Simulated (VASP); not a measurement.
# TaN (CsCl type) (Pm-3m) in VASP: further runs, part 2 of 2

VASP 6.6.1. Earlier steps stand in the parts before.

**5. Single point, PBE (volume scaled by 0.8)**

Contents of INCAR:

```
PREC = Accurate
ENCUT = 520
EDIFF = 1E-6
ISMEAR = -1
SIGMA = 0.05
LREAL = F
LASPH = T
NELM = 100
ALGO = Normal
ISIF = 2
LWAVE = F
LCHARG = T
GGA = PE
LELF = T
LVHAR = T
NBANDS = 15
```

Contents of KPOINTS:

```
regular mesh
0
Gamma
  15 15 15
```

Contents of POSCAR:

```
TaN
1.0
    2.5534159068      0.0000000000      0.0000000000
    0.0000000000      2.5534159068      0.0000000000
    0.0000000000      0.0000000000      2.5534159068
Ta N
1 1
Direct
    0.0000000000      0.0000000000      0.0000000000
    0.5000000000      0.5000000000      0.5000000000
```

Potentials or basis: VASP PAW PBE potentials, release 64 (Ta_pv, N).

The run is started by

```sh
> cat potpaw_PBE.64/Ta_pv/POTCAR potpaw_PBE.64/N/POTCAR > POTCAR
> mpirun -np 1 vasp_std > vasp.out
```

OUTCAR:

```text
PREC = Accurate
   ENCUT = 520
   EDIFF = 1E-6
   ISMEAR = -1
   LREAL = F
   LASPH = T
   NELM = 100
   ISIF = 2
   GGA = PE

 ion  position               nearest neighbor table
   1  0.000  0.000  0.000-   2 2.21   2 2.21   2 2.21   2 2.21   2 2.21   2 2.21   2 2.21   2 2.21

   2  0.500  0.500  0.500-   1 2.21   1 2.21   1 2.21   1 2.21   1 2.21   1 2.21   1 2.21   1 2.21

  LATTYP: Found a simple cubic cell.
 ALAT       =     2.5534159068

  Lattice vectors:

 A1 = (   2.5534159068,   0.0000000000,   0.0000000000)
 A2 = (   0.0000000000,   2.5534159068,   0.0000000000)
 A3 = (   0.0000000000,   0.0000000000,   2.5534159068)

Analysis of symmetry for initial positions (statically):
=====================================================================
 Subroutine PRICEL returns:
 Original cell was already a primitive cell.

 Routine SETGRP: Setting up the symmetry group for a
 simple cubic supercell.

 Subroutine GETGRP returns: Found 48 space group operations
 (whereof 48 operations were pure point group operations)
 out of a pool of 48 trial point group operations.

The static configuration has the point symmetry O_h .

Analysis of symmetry for dynamics (positions and initial velocities):
=====================================================================
 Subroutine PRICEL returns:
 Original cell was already a primitive cell.

 Routine SETGRP: Setting up the symmetry group for a
 simple cubic supercell.

 Subroutine GETGRP returns: Found 48 space group operations
 (whereof 48 operations were pure point group operations)
 out of a pool of 48 trial point group operations.

The dynamic configuration has the point symmetry O_h .

 Subroutine INISYM returns: Found 48 space group operations
 (whereof 48 operations are pure point group operations),
 and found     1 'primitive' translations

----------------------------------------------------------------------------------------

                                     Primitive cell

  volume of cell :      16.6481
[... 114 lines left out ...]
   GGA     = PE    functional components
[... 5 lines left out ...]
 non-spin polarized calculation
  energy-cutoff  :      520.00
  volume of cell :       16.65
 maximum number of plane-waves:       462
 NGX is ok and might be reduce to    20
   NGX =  9   NGY =  9   NGZ =  9

 number of electron      16.0000004 magnetization

 Free energy of the ion-electron system (eV)
  ---------------------------------------------------
  ext. energy  EPLUGINS =         0.00000000
  ---------------------------------------------------
  free energy    TOTEN  =       -19.59354170 eV

  energy without entropy =      -19.59014968  energy(sigma->0) =      -19.59184569

 E-fermi :  12.2689     XC(G=0): -14.9093

 val. band max:       12.1972654869   @ k =   0.2667   0.0667   0.0667
 cond. band min:      12.2856016412   @ k =   0.2667   0.2667   0.2667
 fundamental gap:      0.0883361543
 Fermi energy:        12.2689032220

 k-point     1 :       0.0000    0.0000    0.0000
  band No.  band energies     occupation
      1     -22.7364      2.00000
      2     -22.7364      2.00000
      3     -22.7364      2.00000
      4      -8.3031      2.00000
      5       5.7781      2.00000
      6       5.7781      2.00000
      7       8.9249      2.00000
      8       8.9249      2.00000
      9       8.9249      2.00000
     10      17.1683      0.00000
     11      17.1683      0.00000
     12      17.1684      0.00000
     13      17.5229      0.00000
     14      25.2990      0.00000
[... 401 lines left out ...]
      2     -23.4140      2.00000
      3     -22.4583      2.00000
      4      -5.4538      2.00000
      5       2.6315      2.00000
      6       5.7932      2.00000
      7       7.2830      2.00000
      8       8.6828      2.00000
      9      14.5072      0.00000
     10      15.0073      0.00000
     11      16.1732      0.00000
     12      18.2275      0.00000
     13      22.2270      0.00000
     14      25.3035      0.00000
     15      26.1576      0.00000

 [... further k-points ...]

------------------------ aborting loop because EDIFF is reached ----------------------------------------

  FORCE on cell =-STRESS in cart. coord.  units (eV):
  Direction    XX          YY          ZZ          XY          YZ          ZX
  --------------------------------------------------------------------------------------
  -------------------------------------------------------------------------------------
  Total       12.0043075     12.0043075     12.0043075     -0.0000000      0.0000000      0.0000000
  in kB     1155.2687177   1155.2687177   1155.2687177     -0.0000000      0.0000000      0.0000000
  external PRESSURE =    1155.2687177 kB  Pullay stress =       0.0000000 kB

 VOLUME and BASIS-vectors are now :
 -----------------------------------------------------------------------------
  energy-cutoff  :      520.00
  volume of cell :       16.65
      direct lattice vectors                 reciprocal lattice vectors
     2.553415907  0.000000000  0.000000000     0.391632243  0.000000000  0.000000000
     0.000000000  2.553415907  0.000000000     0.000000000  0.391632243  0.000000000
     0.000000000  0.000000000  2.553415907     0.000000000  0.000000000  0.391632243

 POSITION                                       TOTAL-FORCE (eV/Angst)
 -----------------------------------------------------------------------------------
      0.00000      0.00000      0.00000         0.000000      0.000000      0.000000
      1.27671      1.27671      1.27671         0.000000      0.000000      0.000000
 -----------------------------------------------------------------------------------
    total drift:                                0.000000      0.000000      0.000000

  FREE ENERGIE OF THE ION-ELECTRON SYSTEM (eV)
  ---------------------------------------------------
  free  energy   TOTEN  =       -19.5935416980 eV

  energy  without entropy=      -19.5901496796  energy(sigma->0) =      -19.59184569
```

Wall time 15 s (1 thread of AMD EPYC 9R45 (Zen 5), shared host); peak memory 0.12 GiB.

Results:

```
Free energy            : -19.5935 eV
Pressure               : 115.5 GPa
Band gap on the k mesh : zero (band 8 reaches 19.49 eV, above the bottom of band 9 at 8.91 eV)
```

Caveat: spin-orbit coupling is left out, which moves the levels of the heavy elements.

**6. Single point, PBE (volume scaled by 0.88)**

Contents of INCAR:

```
SYSTEM = TaN
PREC = Accurate ; ENCUT = 520
EDIFF = 1E-6 ; ISMEAR = -1
SIGMA = 0.05 ; LREAL = .FALSE.
LASPH = .TRUE. ; NELM = 100
ALGO = Normal ; ISIF = 2
LWAVE = .FALSE. ; LCHARG = .FALSE.
GGA = PE ; NBANDS = 15
```

Contents of KPOINTS:

```
Automatic mesh
0
G
  15 15 15
  0 0 0
```

Contents of POSCAR:

```
TaN
1.0
    2.6358404671      0.0000000000      0.0000000000
    0.0000000000      2.6358404671      0.0000000000
    0.0000000000      0.0000000000      2.6358404671
Ta N
1 1
Direct
    0.0000000000      0.0000000000      0.0000000000
    0.5000000000      0.5000000000      0.5000000000
```

Potentials or basis: VASP PAW PBE potentials, release 64 (Ta_pv, N).

The run is started by

```sh
> cat potpaw_PBE.64/Ta_pv/POTCAR potpaw_PBE.64/N/POTCAR > POTCAR
> mpirun -np 1 vasp_std > vasp.out
```

It took 15 s on 1 thread of AMD EPYC 9R45 (Zen 5), shared host; peak memory 0.12 GiB.

It converged, with:

```
Free energy            : -20.4535 eV
Pressure               : 54.2 GPa
Band gap on the k mesh : zero (band 8 reaches 17.37 eV, above the bottom of band 9 at 7.86 eV)
```

Levels at points of the mesh, in eV from the Fermi level:
```csv
k point,band 5,band 6,band 7,band 8,band 9,band 10,band 11,band 12
"(0.00, 0.00, 0.00)",-5.72,-5.72,-3.09,-3.09,-3.09,3.80,4.43,4.43
```

Caveat: spin-orbit coupling is left out, which moves the levels of the heavy elements.

**7. Overview**

| cell | gap on the mesh (eV) | pressure (GPa) |
| --- | --- | --- |
| a = 2.370 Å, 2 atoms | none | 374.0 |
| a = 2.465 Å, 2 atoms | none | 213.2 |
| a = 2.553 Å, 2 atoms | none | 115.5 |
| a = 2.636 Å, 2 atoms | none | 54.2 |

Alike in all rows: task single point; level PBE; potentials or basis VASP PAW PBE potentials, release 64 (Ta_pv, N); no spin polarisation; k mesh 15 × 15 × 15; cutoff (eV) 520; smearing fermi-dirac 0.05 eV.

Caveats: spin-orbit coupling is left out, which moves the levels of the heavy elements.

Total energies depend on the potentials used, so only differences within one code and one set of settings carry meaning.
